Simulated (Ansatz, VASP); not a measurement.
One calculation of Sc, two programs

Contents of INCAR:

```
SYSTEM = Sc
  PREC = Accurate
  ENCUT = 520
  EDIFF = 1E-7
  ISMEAR = -1
  SIGMA = 0.1
  LREAL = .False.
  LASPH = .True.
  NELM = 100
  ALGO = Normal
  ISIF = 2
  LWAVE = .False.
  LCHARG = .True.
  GGA = PE
  LELF = .True.
  LVHAR = .True.
  NBANDS = 12
```

KPOINTS

```
regular mesh
0
Gamma
  15 15 14
  0 0 0
```

POSCAR

```
Sc
1.0
    2.4137338610      0.0000000000      0.0000000000
   -1.2068669305      2.0903548416      0.0000000000
    0.0000000000      0.0000000000      2.2608304807
Sc
1
Direct
    0.0000000000      0.0000000000      0.0000000000
```

Input for Ansatz:

```yaml
crystal:
  lattice:
    - [2.413733861, 0.0, 0.0]
    - [-1.2068669305, 2.0903548416, 0.0]
    - [0.0, 0.0, 2.2608304807]
  atoms:
    - { symbol: Sc, position: [0.0, 0.0, 0.0] }
kpoints:
  mp_grid: { grid: [15, 15, 14] }
  band_path:
    path:
      - [0.0, 0.0, 0.0]
      - [0.5, 0.0, 0.0]
      - [0.3333333333, 0.3333333333, 0.0]
      - [0.0, 0.0, 0.0]
      - [0.0, 0.0, 0.5]
      - [0.5, 0.0, 0.5]
      - [0.3333333333, 0.3333333333, 0.5]
      - [0.0, 0.0, 0.5]
      - [0.5, 0.0, 0.5]
    npoints: 8
scf:
  occupations: { method: fermi_dirac, width: 0.1 }
hamiltonian:
  xc: pbe
  pseudopotentials: { kind: paw }
output:
  forces: true
  stress: true
  eigenvalues: true
  populations: true
  dos: { projected: true, de: 0.2, e_range: [-14, 8] }
```

Change from the starting cell: volume scaled by 0.45, PAW files.

Alike in both runs: task single point; functional PBE; k mesh 15 × 15 × 14; occupations fermi-dirac, width 0.1 eV; no spin polarisation.

|  | VASP | Ansatz |
| --- | --- | --- |
| version | VASP 6.6.1 | Ansatz 0.2.0 |
| potentials or method | VASP PAW PBE potentials, release 64 (Sc_sv) | PAW with Ansatz's default frozen-core files, scalar-relativistic |
| plane-wave cutoff (eV) | 520 | 420 |
| valence electrons in the cell | 11 | 11 |

Ansatz gave:

```
pressure (GPa)                                                : 116.4
traceless stress, the component that is largest in VASP (GPa) : 0.19
```

Estimate VASP's values.

pressure (GPa): 119.3; traceless stress, the component that is largest in VASP (GPa): 0.97.

Both programs put the cell under a high pressure, so it lies far from rest at this level.

Noted on VASP's run: the cell as given lies far from equilibrium.
